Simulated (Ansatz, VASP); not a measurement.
Two plane-wave programs on Pb

```
CELL_PARAMETERS angstrom
-1.93468 1.93468 1.93468
1.93468 -1.93468 1.93468
1.93468 1.93468 -1.93468
ATOMIC_POSITIONS crystal
Pb 0.00000 0.00000 0.00000
```

Alike in both runs: task relaxation of cell and atoms; functional LDA; k mesh 15 × 15 × 15; occupations fermi-dirac, width 0.05 eV; no spin polarisation.

|  | VASP | Ansatz |
| --- | --- | --- |
| version | VASP 6.6.1 | Ansatz 0.2.0 |
| potentials or method | VASP PAW LDA potentials, release 64 (Pb_d) | PAW with Ansatz's default frozen-core files, scalar-relativistic |
| plane-wave cutoff (eV) | 600 | 420 |
| valence electrons in the cell | 14 | 14 |

```tsv
	VASP	Ansatz	Ansatz less VASP
relaxed volume (Å³/atom)	29.05	28.97	-0.086
relaxed cell length with the largest relative difference (Å)	3.354	3.351	-0.0033
```

LDA's correlation is that of Perdew and Zunger in VASP and of Perdew and Wang (1992) in Ansatz.

Neither program's run includes spin-orbit coupling.
